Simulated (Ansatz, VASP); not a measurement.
**One calculation of MgO, two programs**

The input INCAR:

```
ALGO     = Normal         # electronic algorithm
EDIFF    = 1E-6           # SCF threshold, eV
ENCUT    = 600            # plane-wave cutoff, eV
GGA      = PE             # functional
GGA_COMPAT= F            
ISIF     = 2              # what is computed and relaxed
ISMEAR   = 0              # smearing method
IVDW     = 12             # dispersion correction
LASPH    = T              # aspherical terms in the spheres
LCHARG   = F              # write CHGCAR
LREAL    = F              # projectors in reciprocal space
LWAVE    = F              # write WAVECAR
NBANDS   = 11             # bands
NELM     = 120            # most SCF steps
PREC     = Accurate       # precision mode
SIGMA    = 0.1            # smearing width, eV
```

KPOINTS

```
k-points
0
Gamma
  8 8 8
```

File POSCAR:

```
MgO
1.0
    0.0000000000      2.1100000000      2.1100000000
    2.1100000000      0.0000000000      2.1100000000
    2.1100000000      2.1100000000      0.0000000000
Mg O
1 1
Direct
    0.0000000000      0.0000000000      0.0000000000
    0.5000000000      0.5000000000      0.5000000000
```

Input for Ansatz:

```yaml
crystal:
  lattice:
    - [0.0, 2.11, 2.11]
    - [2.11, 0.0, 2.11]
    - [2.11, 2.11, 0.0]
  atoms:
    - { symbol: Mg, position: [0.0, 0.0, 0.0] }
    - { symbol: O, position: [0.5, 0.5, 0.5] }
basis:
  ecutwfc: 420
kpoints:
  mp_grid: { grid: [8, 8, 8] }
hamiltonian:
  xc: pbe
  dispersion: d3bj
  pseudopotentials: { kind: paw, azcp: { folder: soft_1 } }
scf:
  occupations: { method: gaussian, width: 0.1 }
output:
  forces: true
  stress: true
  eigenvalues: true
```

Alike in both runs: task single point; functional PBE; dispersion D3(BJ); k mesh 8 × 8 × 8; occupations gaussian, width 0.1 eV; no spin polarisation.

```csv
,VASP,Ansatz
version,VASP 6.6.1,Ansatz 0.2.0
potentials or method,"VASP PAW PBE potentials, release 64 (Mg, O), cutoff 600 eV","scalar-relativistic, plane waves, PAW"
valence electrons in the cell,8,16
```

VASP gave:

| Property | Result |
| --- | --- |
| gap on the k mesh at the Fermi level (eV) | 4.67 |
| least direct gap on the mesh (eV) | 4.67 |
| pressure (GPa) | -2.4 |

Estimate Ansatz's values.

gap on the k mesh at the Fermi level (eV): 4.69; least direct gap on the mesh (eV): 4.69; pressure (GPa): -1.3.

VASP's potentials hold 8 valence electrons a cell and Ansatz's 16, so a difference there can come from the potentials and not from the codes.
